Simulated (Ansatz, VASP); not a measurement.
# HgTe in VASP and in Ansatz

```
Hg Te
1.0
     0.00000    3.22350    3.22350
     3.22350    0.00000    3.22350
     3.22350    3.22350    0.00000
Hg Te
1 1
Direct
  0.00000 0.00000 0.00000
  0.75000 0.75000 0.75000
```

Alike in both runs: task single point; functional LDA; k mesh 11 × 11 × 11; occupations fermi-dirac, width 0.03 eV; no spin polarisation.

|  | VASP | Ansatz |
| --- | --- | --- |
| version | VASP 6.6.1 | Ansatz 0.2.0 |
| potentials or method | VASP PAW LDA potentials, release 64 (Hg, Te), cutoff 520 eV | all-electron LAPW, scalar-relativistic |

```csv
,VASP,Ansatz,Ansatz less VASP
pressure (GPa),0.0,-0.3,-0.25
```

LDA's correlation is that of Perdew and Zunger in VASP and of Perdew and Wang (1992) in Ansatz. Ansatz ran all-electron here, and VASP with PAW potentials.

Spin-orbit coupling is off throughout.
